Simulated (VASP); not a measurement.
A run of VASP 6.6.1 is set up as follows.

File INCAR:

```
SYSTEM = PbS
ALGO = Normal
EDIFF = 1E-7
ENCUT = 520
GGA = PE
ISIF = 2
ISMEAR = -1
LASPH = .TRUE.
LCHARG = .FALSE.
LREAL = .FALSE.
LWAVE = .FALSE.
NBANDS = 17
NELM = 100
PREC = Accurate
SIGMA = 0.02
```

File KPOINTS:

```
k-points
0
G
  6 6 6
  0 0 0
```

File POSCAR:

```
PbS
1.0
    3.6519376355      0.0000000000      0.0000000000
    0.0000000000      3.6519376355      0.0000000000
    0.0000000000      0.0000000000      3.6519376355
Pb S
1 1
Direct
    0.0000000000      0.0000000000      0.0000000000
    0.5000000000      0.5000000000      0.5000000000
```

Potentials or basis: VASP PAW PBE potentials, release 64 (Pb_d, S).

Launch:

```bash
$ cat potpaw_PBE.64/Pb_d/POTCAR potpaw_PBE.64/S/POTCAR > POTCAR
$ mpirun -np 1 vasp_std > vasp.out
```

Task: Predict the band gap on the k mesh.

Result: Zero (band 10 reaches 6.15 eV, above the bottom of band 11 at 5.66 eV).

Task: What does it give for the pressure?

Result: 0.1 GPa.

Caveat: spin-orbit coupling is left out, which moves the levels of the heavy elements.
